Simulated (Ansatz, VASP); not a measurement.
Two plane-wave programs on Be

```xyz
6
Lattice="4.6189 2.6667 0.7101 -4.6189 2.6667 0.7101 0.0000 -5.3335 0.7101" Properties=species:S:1:pos:R:3 pbc="T T T"
Be    0.6595   -3.4714    1.1648
Be    2.6766    2.3068    1.1648
Be   -3.3361    1.1646    1.1648
Be   -0.6595    3.4714    0.9657
Be   -2.6766   -2.3068    0.9657
Be    3.3361   -1.1646    0.9657
```

Alike in both runs: functional PBE; k mesh 9 × 9 × 9; occupations gaussian, width 0.1 eV; no spin polarisation.

Ansatz relaxed the structure, and its values are those at the end. VASP's run is a single point on that final structure, the one shown.

|  | VASP | Ansatz |
| --- | --- | --- |
| version | VASP 6.6.1 | Ansatz 0.2.0 |
| potentials or method | VASP PAW PBE potentials, release 64 (Be), cutoff 520 eV | scalar-relativistic, plane waves, PAW |
| valence electrons in the cell | 12 | 12 |

Ansatz gave:

```
gap on the k mesh at the Fermi level (eV) : none
pressure (GPa)                            : -0.1
rms of the force components (eV/Å)        : 0.010
```

Problem. Which values does VASP return?

Solution. gap on the k mesh at the Fermi level (eV): none; pressure (GPa): 0.1; rms of the force components (eV/Å): 0.008.

A gap of «none» marks a metal or a gap that the smearing closes.
